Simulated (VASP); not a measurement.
Wanted: the native input for a VASP 6.6.1 run.

```
Task                   : single point
Functional             : r2SCAN
Potentials or basis    : VASP PAW PBE potentials, release 64 (O)
Cutoff                 : 520 eV
k mesh                 : 8 × 8 × 8
Occupations            : gaussian, width 0.1 eV
Spin                   : no spin polarisation
Dipole correction      : no
Further INCAR settings : ALGO = Normal; EDIFF = 1e-06; NBANDS = 13
```

O:

```
O
1.0
     1.67495    0.96703    3.73200
    -1.67495    0.96703    3.73200
     0.00000   -1.93406    3.73200
O
2
Cartesian
  0.0000 0.0000 0.6115
  0.0000 0.0000 10.5845
```

These files were run (other wordings do the same):

POSCAR

```
O
1.0
    1.6749479049      0.9670316238      3.7319995215
   -1.6749479049      0.9670316238      3.7319995215
    0.0000000000     -1.9340632475      3.7319995215
O
2
Direct
    0.0546147200      0.0546147200      0.0546147200
    0.9453852800      0.9453852800      0.9453852800
```

INCAR.step1

```
PREC     = Accurate       # precision mode
ENCUT    = 520            # plane-wave cutoff, eV
ISMEAR   = 0              # smearing method
SIGMA    = 0.1            # smearing width, eV
LREAL    = False          # projectors in reciprocal space
LASPH    = True           # aspherical terms in the spheres
NELM     = 100            # most SCF steps
NBANDS   = 13             # bands
GGA      = PE             # functional
ALGO     = Normal         # electronic algorithm
EDIFF    = 1E-4           # SCF threshold, eV
LWAVE    = True           # write WAVECAR
LCHARG   = False          # write CHGCAR
```

INCAR.step2

```
PREC     = Accurate       # precision mode
ENCUT    = 520            # plane-wave cutoff, eV
EDIFF    = 1E-6           # SCF threshold, eV
ISMEAR   = 0              # smearing method
SIGMA    = 0.1            # smearing width, eV
LREAL    = False          # projectors in reciprocal space
LASPH    = True           # aspherical terms in the spheres
NELM     = 100            # most SCF steps
ALGO     = Normal         # electronic algorithm
ISIF     = 2              # what is computed and relaxed
LWAVE    = False          # write WAVECAR
LCHARG   = False          # write CHGCAR
METAGGA  = R2SCAN         # meta-GGA
LMIXTAU  = True         
NBANDS   = 13             # bands
ISTART   = 1
```

KPOINTS

```
regular mesh
0
Gamma
  8 8 8
```

Potentials or basis: VASP PAW PBE potentials, release 64 (O).

Launch:

```console
$ cat potpaw_PBE.64/O/POTCAR > POTCAR
$ cp INCAR.step1 INCAR
$ mpirun -np 1 vasp_std > vasp.out
$ cp INCAR.step2 INCAR
$ mpirun -np 1 vasp_std > vasp.out
```

Results of the run:

```json
{
 "Pressure": "-3.5 GPa",
 "Largest force": "0.142 eV/Å",
 "Band gap on the k mesh": "zero (bands 6 and 7 overlap by 0.51 eV)"
}
```

Caveat: the standard files for N, O and F lose accuracy on very short bonds; spin is off for a triplet molecule; the cell stands under tension; the PAW data sets were made with another functional, which shifts forces and pressure a little.

It took 3.8 min on 1 thread of AMD EPYC 7R43 64-Core Processor (Zen 3), with other jobs on the host, peak memory 0.14 GiB.
